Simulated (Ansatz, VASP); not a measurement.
# Two plane-wave programs on CaB6

```
Ca B
1.0
     4.10475    0.00000    0.00000
     0.00000    4.10475    0.00000
     0.00000    0.00000    4.10475
Ca B
1 6
Direct
  0.50000 0.50000 0.50000
  0.00000 0.00000 0.29837
  0.00000 0.00000 0.70163
  0.29837 0.00000 0.00000
  0.70163 0.00000 0.00000
  0.00000 0.29837 0.00000
  0.00000 0.70163 0.00000
```

Alike in both runs: task single point; functional PBE; k mesh 6 × 6 × 6; occupations fermi-dirac, width 0.02 eV; no spin polarisation.

|  | VASP | Ansatz |
| --- | --- | --- |
| version | VASP 6.6.1 | Ansatz 0.2.0 |
| potentials or method | VASP PAW PBE potentials, release 64 (Ca_sv, B) | plane waves, PAW |
| plane-wave cutoff (eV) | 520 | 420 |
| valence electrons in the cell | 28 | 28 |

|  | VASP | Ansatz | Ansatz less VASP |
| --- | --- | --- | --- |
| pressure (GPa) | 5.2 | 5.0 | -0.15 |
| rms of the force components (eV/Å) | 0.089 | 0.079 | -0.0097 |

Atom by atom the forces differ by 0.010 eV/Å (rms over components). With one functional, cell and mesh, what is left measures potentials, basis and numerics.
